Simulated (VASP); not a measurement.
Set up this calculation in VASP 6.6.1, as the native input.

```yaml
Task: single point
Functional: PBE
Potentials_or_basis: VASP PAW PBE potentials, release 64 (B, S, Sn_d)
Cutoff: 500 eV
k_mesh: 5 × 5 × 5
Occupations: fermi-dirac, width 0.1 eV
Spin: no spin polarisation
Dipole_correction: no
Further_INCAR_settings: ALGO = Normal; EDIFF = 1e-06; NBANDS = 53
```

The structure of SnB6S8 lies in POSCAR:

```
SnB6S8
1.0
    6.1601610000      0.0000000000      0.0000000000
    0.0430030000      6.1600100000      0.0000000000
    0.0430030000      0.0427100000      6.1598590000
B S Sn
6 8 1
Direct
    0.2248000000      0.5605000000      0.4152000000
    0.4152000000      0.2248000000      0.5605000000
    0.5605000000      0.4152000000      0.2248000000
    0.7752000000      0.4395000000      0.5848000000
    0.5848000000      0.7752000000      0.4395000000
    0.4395000000      0.5848000000      0.7752000000
    0.7429000000      0.1299000000      0.3795000000
    0.3795000000      0.7429000000      0.1299000000
    0.1299000000      0.3795000000      0.7429000000
    0.2571000000      0.8701000000      0.6205000000
    0.6205000000      0.2571000000      0.8701000000
    0.8701000000      0.6205000000      0.2571000000
    0.2424000000      0.2424000000      0.2424000000
    0.7576000000      0.7576000000      0.7576000000
    0.0000000000      0.0000000000      0.0000000000
```

One way to write it, as run:

INCAR

```
SYSTEM = SnB6S8
ALGO = Normal
EDIFF = 1E-6
ENCUT = 500
GGA = PE
GGA_COMPAT = .FALSE.
ISIF = 2
ISMEAR = -1
LASPH = .TRUE.
LCHARG = .FALSE.
LREAL = .FALSE.
LWAVE = .FALSE.
NBANDS = 53
NELM = 120
PREC = Accurate
SIGMA = 0.1
```

KPOINTS

```
k-points
0
G
  5 5 5
  0 0 0
```

Potentials or basis: VASP PAW PBE potentials, release 64 (B, S, Sn_d).

Run with:

```console
$ cat potpaw_PBE.64/B/POTCAR potpaw_PBE.64/S/POTCAR potpaw_PBE.64/Sn_d/POTCAR > POTCAR
$ mpirun -np 1 vasp_std > vasp.out
```

Results of the run:

| Property | Result |
| --- | --- |
| Pressure | -10.9 GPa |
| Largest force | 3.803 eV/Å |
| Band gap on the k mesh | zero (bands 40 and 41 overlap by 0.73 eV) |

Caveat: the cell stands under tension; spin-orbit coupling is left out, which moves the levels of the heavy elements; forces of over 1 eV/Å act on the atoms, so gaps and moduli don't describe the material at rest.

Wall time 13 min on 1 thread of Intel Xeon 8259CL, on a shared host, peak memory 0.46 GiB.
